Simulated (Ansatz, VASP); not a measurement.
## BN: VASP beside Ansatz

Contents of INCAR:

```
SYSTEM = BN
PREC = Accurate
ENCUT = 520
EDIFF = 1E-6
ISMEAR = 1
SIGMA = 0.05
LREAL = .False.
LASPH = .True.
NELM = 60
ALGO = Normal
ISIF = 2
LWAVE = .False.
LCHARG = .False.
GGA = PE
IVDW = 12
NBANDS = 16
```

The input KPOINTS:

```
Automatic mesh
0
Gamma
  12 12 4
  0 0 0
```

The input POSCAR:

```
BN
1.0
    2.5645052117      0.0000000000      0.0000000000
   -1.2822526059      2.1703573356      0.0000000000
    0.0000000000      0.0000000000      6.5923998870
B N
2 2
Direct
   -0.0691507274      0.0000000000      0.5000000000
    0.4026039588      0.6666666667      0.0000000000
    0.0689367990      0.0000000000      0.0000000000
    0.5976373354      0.3333333333      0.5000000000
```

Input for Ansatz:

```yaml
crystal:
  lattice:
    - [2.5645052117, 0.0, 0.0]
    - [-1.2822526059, 2.1703573356, 0.0]
    - [0.0, 0.0, 6.592399887]
  atoms:
    - { symbol: B, position: [-0.0691507274, 0.0, 0.5] }
    - { symbol: B, position: [0.4026039588, 0.6666666667, 0.0] }
    - { symbol: "N", position: [0.068936799, 0.0, 0.0] }
    - { symbol: "N", position: [0.5976373354, 0.3333333333, 0.5] }
basis:
  ecutwfc: 520.0
kpoints:
  mp_grid: { grid: [12, 12, 4] }
hamiltonian:
  xc: pbe
  dispersion: d3bj
scf:
  occupations: { method: methfessel_paxton, width: 0.05 }
output:
  forces: true
  stress: true
  eigenvalues: true
```

Change from the starting cell: mode 4 frozen in at -0.174 Å, normal strain along x +0.0233.

Alike in both runs: task single point; functional PBE; dispersion D3(BJ); k mesh 12 × 12 × 4; occupations methfessel-paxton of order 1, width 0.05 eV; no spin polarisation.

|  | VASP | Ansatz |
| --- | --- | --- |
| version | VASP 6.6.1 | Ansatz 0.2.0 |
| potentials or method | VASP PAW PBE potentials, release 64 (B, N), cutoff 520 eV | scalar-relativistic, plane waves, PAW |
| valence electrons in the cell | 16 | 16 |

VASP gave:

* gap on the k mesh at the Fermi level (eV): 3.76
* least direct gap on the mesh (eV): 4.14
* pressure (GPa): -7.7
* traceless stress, the component that is largest in VASP (GPa): -12.13
* rms of the force components (eV/Å): 0.138

Which values does Ansatz return?

gap on the k mesh at the Fermi level (eV): 3.77; least direct gap on the mesh (eV): 4.14; pressure (GPa): -7.7; traceless stress, the component that is largest in VASP (GPa): -12.20; rms of the force components (eV/Å): 0.137.

Atom by atom the forces differ by 0.001 eV/Å (rms over components).
